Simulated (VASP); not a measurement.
# Ge in VASP: further runs

Ge is run at these levels: PBE; tasks: single point.

Program: VASP 6.6.1. These are calculated values, not measurements. Logs are shortened: lines on timing, memory, paths and dates and some standing lists are left out, and cuts for length are marked.

### 1 The cell of the first run

The cell holds a disordered packing, 14 atoms: a = 6.680 Å, b = 7.035 Å, c = 6.879 Å, α = 92.79°, β = 92.55°, γ = 89.61°.

### 2 Single point, PBE

Input file INCAR:

```
SYSTEM = Ge
ALGO     = Normal         ! electronic algorithm
EDIFF    = 1E-6           ! SCF threshold, eV
ENCUT    = 410            ! plane-wave cutoff, eV
GGA      = PE             ! functional
GGA_COMPAT= .False.      
ISIF     = 2              ! what is computed and relaxed
ISMEAR   = -1             ! smearing method
ISYM     = -1           
LASPH    = .True.         ! aspherical terms in the spheres
LCHARG   = .True.         ! write CHGCAR
LELF     = .True.         ! ELF
LREAL    = .False.        ! projectors in reciprocal space
LVHAR    = .True.       
LWAVE    = .False.        ! write WAVECAR
NBANDS   = 111            ! bands
NELM     = 120            ! most SCF steps
PREC     = Accurate       ! precision mode
SIGMA    = 0.1034         ! smearing width, eV
```

Input file KPOINTS:

```
explicit points
1
Reciprocal
  0.25000000   0.25000000   0.25000000 1
```

Input file POSCAR:

```
Ge
1.0
    6.6784480000      0.0216250000     -0.1503050000
    0.0216250000      7.0326220000     -0.1691540000
   -0.1503050000     -0.1691540000      6.8752970000
Ge
14
Direct
    0.1415347141      0.8465479191      0.8279686451
    0.5201664087      0.2095969374      0.8304836536
    0.7247699715      0.8688463766      0.7002452971
    0.9379216257      0.1482563974      0.4587462145
    0.3485487519      0.0468510759      0.0951988935
    0.8982520722      0.1764935303      0.8871323471
    0.1635769822      0.4848586695      0.7368380190
    0.8996029424      0.5256239204      0.3599220817
    0.5213548628      0.5828658684      0.7077729640
    0.1444346972      0.3888813290      0.1329840863
    0.3226749201      0.0559477772      0.5264931019
    0.5666527998      0.7275727144      0.3794751825
    0.5552298291      0.3776361632      0.3317582480
    0.8344715248      0.8693841405      0.1165770799
```

Potentials or basis: VASP PAW PBE potentials, release 64 (Ge_d).

The run is started by

```console
cat potpaw_PBE.64/Ge_d/POTCAR > POTCAR
mpirun -np 1 vasp_std > vasp.out
```

OUTCAR:

```text
SYSTEM = Ge
   EDIFF = 1E-6
   ENCUT = 410
   GGA = PE
   ISIF = 2
   ISMEAR = -1
   ISYM = -1
   LASPH = .True.
   LREAL = .False.
   NELM = 120
   PREC = Accurate

 ion  position               nearest neighbor table
   1  0.142  0.847  0.828-   7 2.60   5 2.61   6 2.85   3 2.89  11 2.91  14 2.92
   2  0.520  0.210  0.830-   5 2.52   6 2.55  11 2.61   9 2.80   3 2.88
   3  0.725  0.869  0.700-   9 2.44  12 2.56   6 2.70   2 2.88   1 2.89
   4  0.938  0.148  0.459-  11 2.67   8 2.78
   5  0.349  0.047  0.095-   2 2.52   1 2.61  10 2.76
   6  0.898  0.176  0.887-   2 2.55   3 2.70  10 2.71  14 2.78   1 2.85
   7  0.164  0.485  0.737-   9 2.51   1 2.60  10 2.85
   8  0.900  0.526  0.360-  10 2.47  13 2.53  12 2.64   4 2.78
   9  0.521  0.583  0.708-   3 2.44   7 2.51  12 2.55   2 2.80  13 2.92
  10  0.144  0.389  0.133-   8 2.47   6 2.71   5 2.76   7 2.85
  11  0.323  0.056  0.526-   2 2.61   4 2.67   1 2.91
  12  0.567  0.728  0.379-  13 2.47   9 2.55   3 2.56   8 2.64  14 2.82
  13  0.555  0.378  0.332-  12 2.47   8 2.53   9 2.92
  14  0.834  0.869  0.117-   6 2.78  12 2.82   1 2.92

IMPORTANT INFORMATION: All symmetrisations will be switched off!
NOSYMM: (Re-)initialisation of all symmetry stuff for point group C_1.

----------------------------------------------------------------------------------------

                                     Primitive cell

  volume of cell :     322.5600

  direct lattice vectors                    reciprocal lattice vectors
     6.678448000  0.021625000 -0.150305000     0.149810122 -0.000382111  0.003265688
     0.021625000  7.032622000 -0.169154000    -0.000382111  0.142279647  0.003492175
    -0.150305000 -0.169154000  6.875297000     0.003265688  0.003492175  0.145605574

  length of vectors
     6.680174169  7.034689255  6.879019807     0.149846199  0.142323011  0.145684052

  position of ions in fractional coordinates (direct lattice)
     0.141534714  0.846547919  0.827968645
     0.520166409  0.209596937  0.830483654
     0.724769972  0.868846377  0.700245297
     0.937921626  0.148256397  0.458746215
     0.348548752  0.046851076  0.095198893
     0.898252072  0.176493530  0.887132347
     0.163576982  0.484858669  0.736838019
     0.899602942  0.525623920  0.359922082
     0.521354863  0.582865868  0.707772964
     0.144434697  0.388881329  0.132984086
     0.322674920  0.055947777  0.526493102
     0.566652800  0.727572714  0.379475183
     0.555229829  0.377636163  0.331758248
     0.834471525  0.869384141  0.116577080

  ion indices of the primitive-cell ions
   primitive index   ion index
                 1           1
                 2           2
                 3           3
                 4           4
                 5           5
                 6           6
                 7           7
                 8           8
                 9           9
                10          10
                11          11
                12          12
                13          13
                14          14

----------------------------------------------------------------------------------------

 KPOINTS: explicit points

Read explicit list of k-points.

 Found      1 k-points:

 Following reciprocal coordinates:
            Coordinates               Weight
  0.250000  0.250000  0.250000      1.000000
   k-points           NKPTS =      1   k-points in BZ     NKDIM =      1   number of bands    NBANDS=    111
   number of dos      NEDOS =    301   number of ions     NIONS =     14
   total plane-waves  NPLWV = 110592
   dimension x,y,z NGX =    48 NGY =   48 NGZ =   48
   dimension x,y,z NGXF=    96 NGYF=   96 NGZF=   96
   ions per type =              14
   NGX,Y,Z   is equivalent  to a cutoff of  11.95, 11.34, 11.60 a.u.
   NGXF,Y,Z  is equivalent  to a cutoff of  23.89, 22.69, 23.20 a.u.
 SYSTEM =  Ge
   PREC   = accura    normal or accurate (medium, high low for compatibility)
   ISTART =      0    job   : 0-new  1-cont  2-samecut
   ICHARG =      2    charge: 1-file 2-atom 10-const
   ISPIN  =      1    spin polarized calculation?
   LNONCOLLINEAR =      F non collinear calculations
   LSORBIT =      F    spin-orbit coupling
   LASPH  =      T    aspherical Exc in radial PAW
   ENCUT  =  410.0 eV  30.13 Ry    5.49 a.u.  11.03 11.61 11.36*2*pi/ulx,y,z
   NELM   =    120;   NELMIN=  2; NELMDL= -5     # of ELM steps
   EDIFF  = 0.1E-05   stopping-criterion for ELM
   LREAL  =      F    real-space projection
   EDIFFG = 0.1E-04   stopping-criterion for IOM
   NSW    =      0    number of steps for IOM
   IBRION =     -1    ionic relax: 0-MD 1-quasi-New 2-CG
   NFREE  =      0    steps in history (QN), initial steepest desc. (CG)
   ISIF   =      2    stress and relaxation
   ISYM   =     -1    0-nonsym 1-usesym 2-fastsym
   POTIM  = 0.5000    time-step for ionic-motion
   TEBEG  =    0.0;   TEEND  =   0.0 temperature during run
   PSTRESS=    0.0 pullay stress
   NELECT =     196.0000    total number of electrons
   NUPDOWN=      -1.0000    fix difference up-down
   EMIN   =  10.00;   EMAX   =-10.00  energy-range for DOS
   EFERMI =   0.00;   METHOD = LEGACY
   ISMEAR =    -1;   SIGMA  =   0.10  broadening in eV -4-tet -1-fermi 0-gaus
   EFERMI_NEDOS =   21; number of points for ismear=-14 and -15
   IALGO  =     38    algorithm
   IMIX   =      4    mixing-type and parameters
     AMIX     =   0.40;   BMIX     =  1.00
     AMIX_MAG =   1.60;   BMIX_MAG =  1.00
  volume/ion in A,a.u.               =      23.04       155.48
  Fermi-wavevector in a.u.,A,eV,Ry     =   1.386618  2.620327 26.160033  1.922708
  Thomas-Fermi vector in A             =   2.510916
   LORBIT       =      0    0 simple, 1 ext, 2 COOP (PROOUT), +10 PAW based schemes
   GGA     = PE    functional components
   LHFCALC =     F    Hartree Fock is set to
   AEXX    =    0.0000 exact exchange contribution
   IVDW    =     0    specifies the selected vdW correction
   LEPSILON=     F    determine dielectric tensor
   LRPA    =     F    only Hartree local field effects (RPA)
 non-spin polarized calculation
  energy-cutoff  :      410.00
  volume of cell :      322.56
 maximum number of plane-waves:      6083
 NGX is ok and might be reduce to    48
   NGX = 23   NGY = 23   NGZ = 23

 number of electron     196.0000013 magnetization

 Free energy of the ion-electron system (eV)
  ---------------------------------------------------
  ext. energy  EPLUGINS =         0.00000000
  ---------------------------------------------------
  free energy    TOTEN  =       -57.94235216 eV

  energy without entropy =      -57.78380106  energy(sigma->0) =      -57.86307661

 E-fermi :   4.6297     XC(G=0): -10.0706

 val. band max:        4.3709091931   @ k =   0.2500   0.2500   0.2500
 cond. band min:       4.8529555044   @ k =   0.2500   0.2500   0.2500
 fundamental gap:      0.4820463113
 Fermi energy:         4.6297041880

 k-point     1 :       0.2500    0.2500    0.2500
  band No.  band energies     occupation
      1     -20.1896      2.00000
      2     -20.1872      2.00000
      3     -20.1534      2.00000
      4     -20.1502      2.00000
      5     -20.1228      2.00000
      6     -20.1185      2.00000
      7     -20.1053      2.00000
      8     -20.1005      2.00000
      9     -20.0995      2.00000
     10     -20.0889      2.00000
     11     -20.0859      2.00000
     12     -20.0759      2.00000
     13     -20.0714      2.00000
     14     -20.0642      2.00000
     15     -20.0461      2.00000
     16     -20.0411      2.00000
     17     -20.0379      2.00000
     18     -20.0262      2.00000
     19     -20.0233      2.00000
     20     -20.0177      2.00000
     21     -20.0140      2.00000
     22     -20.0113      2.00000
     23     -20.0016      2.00000
     24     -19.9957      2.00000
     25     -19.9892      2.00000
     26     -19.9853      2.00000
     27     -19.9793      2.00000
     28     -19.9765      2.00000
     29     -19.9697      2.00000
     30     -19.9681      2.00000
     31     -19.9575      2.00000
     32     -19.9555      2.00000
     33     -19.9502      2.00000
     34     -19.9474      2.00000
     35     -19.9446      2.00000
     36     -19.9432      2.00000
     37     -19.9395      2.00000
     38     -19.9368      2.00000
     39     -19.9324      2.00000
     40     -19.9305      2.00000
     41     -19.9238      2.00000
     42     -19.9231      2.00000
     43     -19.9163      2.00000
     44     -19.9099      2.00000
     45     -19.9046      2.00000
     46     -19.8988      2.00000
     47     -19.8844      2.00000
     48     -19.8794      2.00000
     49     -19.8682      2.00000
     50     -19.8631      2.00000
     51     -19.8604      2.00000
     52     -19.8551      2.00000
     53     -19.8511      2.00000
     54     -19.8432      2.00000
     55     -19.8347      2.00000
     56     -19.8300      2.00000
     57     -19.8209      2.00000
     58     -19.8158      2.00000
     59     -19.8067      2.00000
     60     -19.8042      2.00000
     61     -19.7985      2.00000
     62     -19.7931      2.00000
     63     -19.7900      2.00000
     64     -19.7830      2.00000
     65     -19.7668      2.00000
     66     -19.7612      2.00000
     67     -19.7529      2.00000
     68     -19.7360      2.00000
     69     -19.7305      2.00000
     70     -19.7136      2.00000
     71      -7.3701      2.00000
     72      -6.6025      2.00000
     73      -5.6744      2.00000
     74      -5.2489      2.00000
     75      -4.6743      2.00000
     76      -4.3827      2.00000
     77      -3.7508      2.00000
     78      -3.1701      2.00000
     79      -2.5681      2.00000
     80      -2.3891      2.00000
     81      -1.8746      2.00000
     82      -1.6338      2.00000
     83      -1.1472      2.00000
     84      -0.1097      2.00000
     85       0.6595      2.00000
     86       0.9875      2.00000
     87       1.3788      2.00000
     88       1.6216      2.00000
     89       1.7476      2.00000
     90       2.1565      2.00000
     91       2.7425      2.00000
     92       2.8640      2.00000
     93       3.0241      2.00000
     94       3.2204      2.00000
     95       3.5137      1.99996
     96       4.0253      1.99423
     97       4.2616      1.94469
     98       4.3709      1.84868
     99       4.8530      0.20697
    100       5.2455      0.00517
    101       5.5427      0.00029
    102       5.9358      0.00001
    103       6.0469      0.00000
    104       6.4051      0.00000
    105       6.6866      0.00000
    106       6.9496      0.00000
    107       7.2009      0.00000
    108       7.4253      0.00000
    109       7.5411      0.00000
    110       7.8677      0.00000
 [bands above 110 left out]

------------------------ aborting loop because EDIFF is reached ----------------------------------------

  FORCE on cell =-STRESS in cart. coord.  units (eV):
  Direction    XX          YY          ZZ          XY          YZ          ZX
  --------------------------------------------------------------------------------------
  -------------------------------------------------------------------------------------
  Total        1.7019328      5.4547792    -10.2799143      9.1116531      4.9172518     -3.2884997
  in kB        8.4536156     27.0942578    -51.0610305     45.2581982     24.4243229    -16.3342008
  external PRESSURE =      -5.1710523 kB  Pullay stress =       0.0000000 kB

 VOLUME and BASIS-vectors are now :
 -----------------------------------------------------------------------------
  energy-cutoff  :      410.00
  volume of cell :      322.56
      direct lattice vectors                 reciprocal lattice vectors
     6.678448000  0.021625000 -0.150305000     0.149810122 -0.000382111  0.003265688
     0.021625000  7.032622000 -0.169154000    -0.000382111  0.142279647  0.003492175
    -0.150305000 -0.169154000  6.875297000     0.003265688  0.003492175  0.145605574

 POSITION                                       TOTAL-FORCE (eV/Angst)
 -----------------------------------------------------------------------------------
      0.83909      5.81646      5.52806         0.014847     -0.087215     -0.609907
      3.35361      1.34478      5.59618         0.397035      0.720337     -0.943007
      4.75388      6.00749      4.55849         0.671568      0.343881      0.430129
      6.19812      0.98531      2.98796         0.247179      0.093318      0.075250
      2.31447      0.32092      0.59421         0.345960      0.214019      0.844546
      5.86941      1.11058      5.93443         0.361486      0.748105     -0.231456
      0.99217      3.28873      4.95938        -0.512930      0.372218      0.070726
      5.96522      3.65509      2.25044         0.955549      0.379254      0.655384
      3.38806      3.99063      4.68919        -0.334973     -1.377530      0.489686
      0.95302      2.71548      0.82682         0.317995     -0.997851     -0.966943
      2.07704      0.31138      3.56183        -0.483894     -1.093166      0.340927
      3.74306      5.06481      2.40076        -0.977141      1.857702     -0.802521
      3.66638      2.61166      2.13360        -0.646450     -1.023132      0.342298
      5.57425      6.11238      0.52902        -0.356231     -0.149939      0.304887
 -----------------------------------------------------------------------------------
    total drift:                               -0.001538      0.001168      0.000569

  FREE ENERGIE OF THE ION-ELECTRON SYSTEM (eV)
  ---------------------------------------------------
  free  energy   TOTEN  =       -57.9423521646 eV

  energy  without entropy=      -57.7838010626  energy(sigma->0) =      -57.86307661
```

Wall time 75 s (1 thread of Intel Xeon Platinum 8259CL at 2.50GHz (Skylake/Cascade Lake), shared host); peak memory 0.3 GiB.

Results:

```
Free energy   : -57.9424 eV
Pressure      : -0.5 GPa
Largest force : 2.247 eV/Å
```

Forces on the atoms (eV/Å):
```
Ge   0.015 -0.087 -0.610
Ge   0.397  0.720 -0.943
Ge   0.672  0.344  0.430
Ge   0.247  0.093  0.075
Ge   0.346  0.214  0.845
Ge   0.361  0.748 -0.231
Ge  -0.513  0.372  0.071
Ge   0.956  0.379  0.655
Ge  -0.335 -1.378  0.490
Ge   0.318 -0.998 -0.967
Ge  -0.484 -1.093  0.341
Ge  -0.977  1.858 -0.803
Ge  -0.646 -1.023  0.342
Ge  -0.356 -0.150  0.305
```

Stress tensor (GPa, compression positive):
```
 0.85  4.53 -1.63
 4.53  2.71  2.44
-1.63  2.44 -5.11
```

Levels at points of the mesh, in eV from the Fermi level:
| k point | band 95 | band 96 | band 97 | band 98 | band 99 | band 100 | band 101 | band 102 |
| --- | --- | --- | --- | --- | --- | --- | --- | --- |
| (0.25, 0.25, 0.25) | -1.12 | -0.60 | -0.37 | -0.26 | 0.22 | 0.62 | 0.91 | 1.31 |

Caveat: the atoms stand as in a frame of molecular dynamics.

(Part 1 of 2 ends here.)
